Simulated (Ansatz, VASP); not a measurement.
# GaSb in VASP and in Ansatz

```
Ga Sb
1.0
    -1.66160    2.50429    2.80273
     1.66160   -2.50429    2.80273
     1.66160    2.50429   -2.80273
Ga Sb
1 1
Direct
  0.00000 0.00000 0.00000
  0.50000 0.50000 0.00000
```

Change from the starting cell: volume 23.325 Å^3 an atom, stretch along a over the lengths across it, relative to the relaxed cell 1.0549.

Alike in both runs: task single point; functional LDA; k mesh 18 × 18 × 18; occupations gaussian, width 0.15 eV; no spin polarisation.

```csv
,VASP,Ansatz
version,VASP 6.6.1,Ansatz 0.2.0
potentials or method,"VASP PAW LDA potentials, release 64 (Ga_d, Sb), cutoff 520 eV","scalar-relativistic, plane waves, PAW"
valence electrons in the cell,18,28
```

Ansatz gave:

- gap on the k mesh at the Fermi level (eV): none
- pressure (GPa): -2.9
- traceless stress, the component that is largest in VASP (GPa): 1.90

Problem. Estimate VASP's values.

Solution. gap on the k mesh at the Fermi level (eV): none; pressure (GPa): -2.8; traceless stress, the component that is largest in VASP (GPa): 1.92.

Ansatz warns that its potentials were made for another functional, while VASP's fit it. LDA's correlation is that of Perdew and Zunger in VASP and of Perdew and Wang (1992) in Ansatz. A gap of «none» marks a metal or a gap that the smearing closes. VASP's potentials hold 18 valence electrons a cell and Ansatz's 28, so a difference there can come from the potentials and not from the codes.

Spin-orbit coupling is off throughout.
